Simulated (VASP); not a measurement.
# Ga3Sb2As (I-4m2) in VASP: notebook

The runs below take Ga3Sb2As through single point, with PBE.

Program: VASP 6.6.1. These are calculated values, not measurements. Logs are shortened: lines on timing, memory, paths and dates and some standing lists are left out, and cuts for length are marked.

### 1 The cell of the first run

Symmetry: I-4m2, No. 119, tetragonal system. The conventional cell has a = 4.290 Å, b = 4.290 Å, c = 18.121 Å, α = 90.00°, β = 90.00°, γ = 90.00°. Ga (site symmetry 2mm) has 2 As at 2.55 Å and 2 Sb at 2.66 Å within 3.4 Å. Ga (site symmetry -4m2) has 4 Sb at 2.66 Å within 3.5 Å. Sb (site symmetry 2mm) has 4 Ga at 2.66 Å within 3.5 Å. Within 3.4 Å of As (site symmetry -4m2) lie 4 Ga at 2.55 Å.

### 2 Single point, PBE

INCAR reads:

```
SYSTEM = Ga3Sb2As
PREC = Accurate
ENCUT = 520
EDIFF = 1E-6
ISMEAR = 0
SIGMA = 0.1
LREAL = .FALSE.
LASPH = .TRUE.
NELM = 100
ALGO = Normal
ISIF = 2
LWAVE = .FALSE.
LCHARG = .FALSE.
GGA = PE
NBANDS = 36
```

KPOINTS reads:

```
Automatic mesh
0
G
  6 6 6
  0 0 0
```

POSCAR reads:

```
Ga3Sb2As
1.0
   -2.1451692466      2.1451692466      9.0605617696
    2.1451692466     -2.1451692466      9.0605617696
    2.1451692466      2.1451692466     -9.0605617696
Ga Sb As
3 2 1
Direct
    0.8261354069      0.8261354069      0.0000000000
    0.5000000000      0.5000000000      0.0000000000
    0.1738645931      0.1738645931      0.0000000000
    0.4131639107      0.9131639107      0.5000000000
    0.0868360893      0.5868360893      0.5000000000
    0.7500000000      0.2500000000      0.5000000000
```

Potentials or basis: VASP PAW PBE potentials, release 64 (Ga_d, Sb, As).

On the command line:

```console
$ cat potpaw_PBE.64/Ga_d/POTCAR potpaw_PBE.64/Sb/POTCAR potpaw_PBE.64/As/POTCAR > POTCAR
$ mpirun -np 1 vasp_std > vasp.out
```

OUTCAR:

```text
SYSTEM = Ga3Sb2As
   PREC = Accurate
   ENCUT = 520
   EDIFF = 1E-6
   ISMEAR = 0
   LREAL = .FALSE.
   LASPH = .TRUE.
   NELM = 100
   ISIF = 2
   GGA = PE

 ion  position               nearest neighbor table
   1  0.826  0.826  0.000-   6 2.55   6 2.55   4 2.66   4 2.66
   2  0.500  0.500  0.000-   4 2.66   5 2.66   5 2.66   4 2.66
   3  0.174  0.174  0.000-   6 2.55   6 2.55   5 2.66   5 2.66
   4  0.413  0.913  0.500-   2 2.66   2 2.66   1 2.66   1 2.66
   5  0.087  0.587  0.500-   2 2.66   2 2.66   3 2.66   3 2.66
   6  0.750  0.250  0.500-   1 2.55   3 2.55   1 2.55   3 2.55

  LATTYP: Found a body centered tetragonal cell.
 ALAT       =     4.2903384932
 C/A-ratio  =     4.2237048587

  Lattice vectors:

 A1 = (  -2.1451692466,   2.1451692466,   9.0605617696)
 A2 = (   2.1451692466,  -2.1451692466,   9.0605617696)
 A3 = (   2.1451692466,   2.1451692466,  -9.0605617696)

Analysis of symmetry for initial positions (statically):
=====================================================================
 Subroutine PRICEL returns:
 Original cell was already a primitive cell.

 Routine SETGRP: Setting up the symmetry group for a
 body centered tetragonal supercell.

 Subroutine GETGRP returns: Found  8 space group operations
 (whereof  8 operations were pure point group operations)
 out of a pool of 16 trial point group operations.

The static configuration has the point symmetry D_2d.

Analysis of symmetry for dynamics (positions and initial velocities):
=====================================================================
 Subroutine PRICEL returns:
 Original cell was already a primitive cell.

 Routine SETGRP: Setting up the symmetry group for a
 body centered tetragonal supercell.

 Subroutine GETGRP returns: Found  8 space group operations
 (whereof  8 operations were pure point group operations)
 out of a pool of 16 trial point group operations.

The dynamic configuration has the point symmetry D_2d.

 Subroutine INISYM returns: Found  8 space group operations
 (whereof  8 operations are pure point group operations),
 and found     1 'primitive' translations

----------------------------------------------------------------------------------------

                                     Primitive cell

  volume of cell :     166.7778

  direct lattice vectors                    reciprocal lattice vectors
    -2.145169247  2.145169247  9.060561770     0.000000000  0.233081842  0.055184216
     2.145169247 -2.145169247  9.060561770     0.233081842  0.000000000  0.055184216
     2.145169247  2.145169247 -9.060561770     0.233081842  0.233081842  0.000000000

  length of vectors
     9.554961108  9.554961108  9.554961108     0.239525454  0.239525454  0.329627502

  position of ions in fractional coordinates (direct lattice)
     0.826135407  0.826135407  0.000000000
     0.500000000  0.500000000  0.000000000
     0.173864593  0.173864593  0.000000000
     0.413163911  0.913163911  0.500000000
     0.086836089  0.586836089  0.500000000
     0.750000000  0.250000000  0.500000000

  ion indices of the primitive-cell ions
   primitive index   ion index
                 1           1
                 2           2
                 3           3
                 4           4
                 5           5
                 6           6

----------------------------------------------------------------------------------------

 KPOINTS: Automatic mesh

Automatic generation of k-mesh.
 Grid dimensions read from file:
 generate k-points for:    6    6    6

 Generating k-lattice:

  Cartesian coordinates                     Fractional coordinates (reciprocal lattice)
     0.000000000  0.038846974  0.009197369     0.166666667 -0.000000000  0.000000000
     0.038846974  0.000000000  0.009197369    -0.000000000  0.166666667  0.000000000
     0.038846974  0.038846974  0.000000000     0.000000000  0.000000000  0.166666667

  Length of vectors
     0.039920909  0.039920909  0.054937917

  Shift w.r.t. Gamma in fractional coordinates (k-lattice)
     0.000000000  0.000000000  0.000000000

 Subroutine IBZKPT returns following result:
 ===========================================

 Found     30 irreducible k-points:

 Following reciprocal coordinates:
            Coordinates               Weight
  0.000000  0.000000  0.000000      1.000000
  0.166667  0.000000  0.000000      8.000000
  0.333333  0.000000 -0.000000      8.000000
  0.500000  0.000000  0.000000      4.000000
  0.166667  0.166667  0.000000      8.000000
  0.333333  0.166667  0.000000     16.000000
[... 16 lines left out ...]
 -0.333333 -0.333333  0.166667      8.000000
 -0.166667 -0.333333  0.166667      8.000000
 [... further k-points ...]
   k-points           NKPTS =     30   k-points in BZ     NKDIM =     30   number of bands    NBANDS=     36
   number of dos      NEDOS =    301   number of ions     NIONS =      6
   total plane-waves  NPLWV = 373248
   dimension x,y,z NGX =    72 NGY =   72 NGZ =   72
   dimension x,y,z NGXF=   144 NGYF=  144 NGZF=  144
   ions per type =               3   2   1
   NGX,Y,Z   is equivalent  to a cutoff of  12.53, 12.53, 12.53 a.u.
   NGXF,Y,Z  is equivalent  to a cutoff of  25.05, 25.05, 25.05 a.u.
 SYSTEM =  Ga3Sb2As
   PREC   = accura    normal or accurate (medium, high low for compatibility)
   ISTART =      0    job   : 0-new  1-cont  2-samecut
   ICHARG =      2    charge: 1-file 2-atom 10-const
   ISPIN  =      1    spin polarized calculation?
   LNONCOLLINEAR =      F non collinear calculations
   LSORBIT =      F    spin-orbit coupling
   LASPH  =      T    aspherical Exc in radial PAW
   ENCUT  =  520.0 eV  38.22 Ry    6.18 a.u.  17.77 17.77 17.77*2*pi/ulx,y,z
   NELM   =    100;   NELMIN=  2; NELMDL= -5     # of ELM steps
   EDIFF  = 0.1E-05   stopping-criterion for ELM
   LREAL  =      F    real-space projection
   EDIFFG = 0.1E-04   stopping-criterion for IOM
   NSW    =      0    number of steps for IOM
   IBRION =     -1    ionic relax: 0-MD 1-quasi-New 2-CG
   NFREE  =      0    steps in history (QN), initial steepest desc. (CG)
   ISIF   =      2    stress and relaxation
   ISYM   =      2    0-nonsym 1-usesym 2-fastsym
   POTIM  = 0.5000    time-step for ionic-motion
   TEBEG  =    0.0;   TEEND  =   0.0 temperature during run
   PSTRESS=    0.0 pullay stress
   NELECT =      54.0000    total number of electrons
   NUPDOWN=      -1.0000    fix difference up-down
   EMIN   =  10.00;   EMAX   =-10.00  energy-range for DOS
   EFERMI =   0.00;   METHOD = LEGACY
   ISMEAR =     0;   SIGMA  =   0.10  broadening in eV -4-tet -1-fermi 0-gaus
   EFERMI_NEDOS =   21; number of points for ismear=-14 and -15
   IALGO  =     38    algorithm
   IMIX   =      4    mixing-type and parameters
     AMIX     =   0.40;   BMIX     =  1.00
     AMIX_MAG =   1.60;   BMIX_MAG =  1.00
  volume/ion in A,a.u.               =      27.80       187.58
  Fermi-wavevector in a.u.,A,eV,Ry     =   1.124156  2.124347 17.194053  1.263727
  Thomas-Fermi vector in A             =   2.260826
   LORBIT       =      0    0 simple, 1 ext, 2 COOP (PROOUT), +10 PAW based schemes
   GGA     = PE    functional components
   LHFCALC =     F    Hartree Fock is set to
   AEXX    =    0.0000 exact exchange contribution
   IVDW    =     0    specifies the selected vdW correction
   LEPSILON=     F    determine dielectric tensor
   LRPA    =     F    only Hartree local field effects (RPA)
 non-spin polarized calculation
 Gauss-broadening in eV      SIGMA  =   0.10
  energy-cutoff  :      520.00
  volume of cell :      166.78
 maximum number of plane-waves:      4536
   NGX = 35   NGY = 35   NGZ = 35

 number of electron      54.0000011 magnetization

 Free energy of the ion-electron system (eV)
  ---------------------------------------------------
  ext. energy  EPLUGINS =         0.00000000
  ---------------------------------------------------
  free energy    TOTEN  =       -22.84701087 eV

  energy without entropy =      -22.84616539  energy(sigma->0) =      -22.84658813

 E-fermi :   4.2466     XC(G=0):  -9.0469

 val. band max:        4.2246116014   @ k =   0.0000   0.0000   0.0000
 cond. band min:       4.5047314807   @ k =  -0.3333   0.3333   0.3333
 fundamental gap:      0.2801198793
 Fermi energy:         4.2465920006

 k-point     1 :       0.0000    0.0000    0.0000
  band No.  band energies     occupation
      1     -10.7894      2.00000
      2     -10.7494      2.00000
      3     -10.7407      2.00000
      4     -10.7407      2.00000
      5     -10.7204      2.00000
      6     -10.7204      2.00000
[... 28 lines left out ...]
     35       7.2900      0.00000
     36      10.3203      0.00000

 k-point     2 :       0.1667    0.0000    0.0000
  band No.  band energies     occupation
      1     -10.7880      2.00000
      2     -10.7517      2.00000
      3     -10.7420      2.00000
      4     -10.7394      2.00000
      5     -10.7220      2.00000
      6     -10.7218      2.00000
[... 28 lines left out ...]
     35       8.2046      0.00000
     36       9.3877      0.00000

 k-point     3 :       0.3333    0.0000   -0.0000
  band No.  band energies     occupation
      1     -10.7869      2.00000
      2     -10.7599      2.00000
      3     -10.7430      2.00000
      4     -10.7366      2.00000
      5     -10.7250      2.00000
      6     -10.7219      2.00000
[... 28 lines left out ...]
     35       8.7551      0.00000
     36       9.2915      0.00000

 k-point     4 :       0.5000    0.0000    0.0000
  band No.  band energies     occupation
      1     -10.7873      2.00000
      2     -10.7643      2.00000
      3     -10.7436      2.00000
      4     -10.7348      2.00000
      5     -10.7271      2.00000
      6     -10.7210      2.00000
[... 28 lines left out ...]
     35       8.7469      0.00000
     36       8.7636      0.00000

 k-point     5 :       0.1667    0.1667    0.0000
  band No.  band energies     occupation
      1     -10.7878      2.00000
      2     -10.7517      2.00000
      3     -10.7504      2.00000
      4     -10.7331      2.00000
      5     -10.7249      2.00000
      6     -10.7196      2.00000
[... 655 lines left out ...]
 k-point    22 :      -0.1667    0.5000    0.1667
  band No.  band energies     occupation
      1     -10.7870      2.00000
      2     -10.7598      2.00000
      3     -10.7428      2.00000
      4     -10.7366      2.00000
      5     -10.7251      2.00000
      6     -10.7220      2.00000
[... 28 lines left out ...]
     35       9.0502      0.00000
     36       9.8396      0.00000

 k-point    23 :      -0.3333   -0.3333    0.1667
  band No.  band energies     occupation
      1     -10.7882      2.00000
      2     -10.7510      2.00000
      3     -10.7501      2.00000
      4     -10.7328      2.00000
      5     -10.7251      2.00000
      6     -10.7200      2.00000
[... 28 lines left out ...]
     35       8.8050      0.00000
     36       9.0336      0.00000

 k-point    24 :      -0.1667   -0.3333    0.1667
  band No.  band energies     occupation
      1     -10.7884      2.00000
      2     -10.7509      2.00000
      3     -10.7415      2.00000
      4     -10.7393      2.00000
      5     -10.7223      2.00000
      6     -10.7221      2.00000
[... 28 lines left out ...]
     35       8.2690      0.00000
     36       9.2110      0.00000

 [... further k-points ...]

------------------------ aborting loop because EDIFF is reached ----------------------------------------

  FORCE on cell =-STRESS in cart. coord.  units (eV):
  Direction    XX          YY          ZZ          XY          YZ          ZX
  --------------------------------------------------------------------------------------
  -------------------------------------------------------------------------------------
  Total        0.2330504      0.2330504      0.2039184      0.0000000      0.0000000      0.0000000
  in kB        2.2388359      2.2388359      1.9589745      0.0000000      0.0000000      0.0000000
  external PRESSURE =       2.1455488 kB  Pullay stress =       0.0000000 kB

 VOLUME and BASIS-vectors are now :
 -----------------------------------------------------------------------------
  energy-cutoff  :      520.00
  volume of cell :      166.78
      direct lattice vectors                 reciprocal lattice vectors
    -2.145169247  2.145169247  9.060561770     0.000000000  0.233081842  0.055184216
     2.145169247 -2.145169247  9.060561770     0.233081842  0.000000000  0.055184216
     2.145169247  2.145169247 -9.060561770     0.233081842  0.233081842  0.000000000

 POSITION                                       TOTAL-FORCE (eV/Angst)
 -----------------------------------------------------------------------------------
      0.00000      0.00000     14.97050        -0.000000      0.000000     -0.025860
      0.00000      0.00000      9.06056         0.000000     -0.000000      0.000000
      0.00000      0.00000      3.15062        -0.000000      0.000000      0.025860
      2.14517      0.00000      7.48699         0.000000     -0.000000     -0.006161
      2.14517      0.00000      1.57357         0.000000     -0.000000      0.006161
      0.00000      2.14517      4.53028         0.000000     -0.000000      0.000000
 -----------------------------------------------------------------------------------
    total drift:                                0.000002     -0.000002     -0.000000

  FREE ENERGIE OF THE ION-ELECTRON SYSTEM (eV)
  ---------------------------------------------------
  free  energy   TOTEN  =       -22.8470108729 eV

  energy  without entropy=      -22.8461653912  energy(sigma->0) =      -22.84658813
```

Wall time 9.2 min (1 thread of Intel Xeon Platinum 8488C (Sapphire Rapids), shared host); peak memory 0.8 GiB.

Results:

| Property | Result |
| --- | --- |
| Free energy | -22.8470 eV |
| Pressure | 0.2 GPa |
| Largest force | 0.026 eV/Å |
| Band gap on the k mesh | zero (filled and empty bands touch) |

Forces on the atoms (eV/Å):
```
Ga   0.000  0.000 -0.026
Ga   0.000  0.000  0.000
Ga   0.000  0.000  0.026
Sb   0.000  0.000 -0.006
Sb   0.000  0.000  0.006
As   0.000  0.000  0.000
```

Levels at points of the mesh, in eV from the Fermi level:
| k point | band 24 | band 25 | band 26 | band 27 | band 28 | band 29 | band 30 | band 31 |
| --- | --- | --- | --- | --- | --- | --- | --- | --- |
| (0.00, 0.00, 0.00) | -1.88 | -0.34 | -0.08 | -0.02 | -0.02 | 0.98 | 1.23 | 2.13 |
| (0.50, 0.00, 0.00) | -1.75 | -1.14 | -0.95 | -0.90 | 0.30 | 1.61 | 2.03 | 3.79 |
| (0.50, 0.50, 0.00) | -2.97 | -2.93 | -2.51 | -2.48 | 1.10 | 1.33 | 2.57 | 2.84 |
| (0.50, 0.50, 0.50) | -1.19 | -1.19 | -0.78 | -0.78 | 0.95 | 1.25 | 1.63 | 1.98 |

Caveat: semilocal functionals underestimate gaps, so a narrow gap can read as zero; spin-orbit coupling is left out, which moves the levels of the heavy elements.

### 3 Single point, PBE

This run uses another cell than the first one, of 23.28 Å³/atom.

INCAR reads:

```
SYSTEM = Ga3Sb2As
ALGO = Normal ; EDIFF = 1E-6
ENCUT = 520 ; GGA = PE
ISIF = 2 ; ISMEAR = 0
LASPH = .TRUE. ; LCHARG = .FALSE.
LREAL = .FALSE. ; LWAVE = .FALSE.
NBANDS = 36 ; NELM = 100
PREC = Accurate ; SIGMA = 0.1
```

KPOINTS reads:

```
k-points
0
G
  6 6 6
  0 0 0
```

POSCAR reads:

```
Ga3Sb2As
1.0
   -2.0191846700      2.0191846700      8.5666750300
    2.0191846700     -2.0191846700      8.5666750300
    2.0191846700      2.0191846700     -8.5666750300
Ga Sb As
3 2 1
Direct
    0.8333333300      0.8333333300      0.0000000000
    0.5000000000      0.5000000000      0.0000000000
    0.1666666700      0.1666666700      0.0000000000
    0.4166666700      0.9166666700      0.5000000000
    0.0833333300      0.5833333300      0.5000000000
    0.7500000000      0.2500000000      0.5000000000
```

Potentials or basis: VASP PAW PBE potentials, release 64 (Ga_d, Sb, As).

On the command line:

```console
$ cat potpaw_PBE.64/Ga_d/POTCAR potpaw_PBE.64/Sb/POTCAR potpaw_PBE.64/As/POTCAR > POTCAR
$ mpirun -np 1 vasp_std > vasp.out
```

It took 9.2 min on 1 thread of Intel Xeon Platinum 8488C (Sapphire Rapids), shared host; peak memory 0.73 GiB.

It converged, with:

```
Free energy            : -21.6198 eV
Pressure               : 14.3 GPa
Largest force          : 1.612 eV/Å
Band gap on the k mesh : 0.67 eV
```

Forces on the atoms (eV/Å):
```
Ga   0.000  0.000 -1.612
Ga   0.000  0.000  0.000
Ga   0.000  0.000  1.612
Sb   0.000  0.000 -0.186
Sb   0.000  0.000  0.186
As   0.000  0.000  0.000
```

Stress tensor (GPa, compression positive):
```
14.48  0.00  0.00
 0.00 14.48  0.00
 0.00  0.00 13.93
```

Levels at points of the mesh, in eV from the valence-band top:
| k point | band 24 | band 25 | band 26 | band 27 | band 28 | band 29 | band 30 | band 31 |
| --- | --- | --- | --- | --- | --- | --- | --- | --- |
| (0.00, 0.00, 0.00) | -2.59 | -0.05 | 0.00 | 0.00 | 0.67 | 1.03 | 1.29 | 2.21 |
| (0.50, 0.00, 0.00) | -1.59 | -1.40 | -1.39 | -1.30 | 0.81 | 2.18 | 2.39 | 3.95 |
| (0.50, 0.50, 0.00) | -3.73 | -3.69 | -3.12 | -3.11 | 0.94 | 0.98 | 2.82 | 2.85 |
| (0.50, 0.50, 0.50) | -1.39 | -1.39 | -1.14 | -1.14 | 0.93 | 1.01 | 1.82 | 1.86 |

Caveat: the cell stands under pressure; spin-orbit coupling is left out, which moves the levels of the heavy elements; forces of over 1 eV/Å act on the atoms, so gaps and moduli don't describe the material at rest.
